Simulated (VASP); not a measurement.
CaO: single point with PBE

Crystal: CaO.

```xyz
2
Lattice="0.0000 2.4154 2.4154 2.4154 0.0000 2.4154 2.4154 2.4154 0.0000" Properties=species:S:1:pos:R:3 pbc="T T T"
Ca    0.0000    0.0000    0.0000
O     2.4154    2.4154    2.4154
```

```json
{
 "Program": "VASP 6.6.1",
 "Task": "single point",
 "Functional": "PBE",
 "Potentials or basis": "VASP PAW PBE potentials, release 64 (Ca_sv, O)",
 "Cutoff": "600 eV",
 "k mesh": "8 × 8 × 8",
 "Occupations": "gaussian, width 0.02 eV",
 "Spin": "no spin polarisation",
 "Dipole correction": "no",
 "Further INCAR settings": "ALGO = Normal; EDIFF = 1e-06; NBANDS = 15"
}
```

```
Pressure               : 0.4 GPa
Band gap on the k mesh : 3.64 eV (least direct gap 4.02 eV)
```

Levels at points of the mesh, in eV from the valence-band top:
| k point | band 6 | band 7 | band 8 | band 9 | band 10 | band 11 |
| --- | --- | --- | --- | --- | --- | --- |
| (0.00, 0.00, 0.00) | 0.00 | 0.00 | 0.00 | 4.59 | 6.19 | 6.19 |
| (0.50, 0.00, 0.00) | -2.60 | -1.17 | -1.17 | 6.98 | 8.27 | 8.27 |
| (0.50, 0.50, 0.00) | -1.31 | -0.38 | -0.38 | 3.64 | 7.93 | 8.81 |

Wall time 26 s on 1 thread of AMD EPYC 7R43 64-Core Processor (Zen 3), with other jobs on the host, peak memory 0.13 GiB.

A k mesh can miss the band edges.
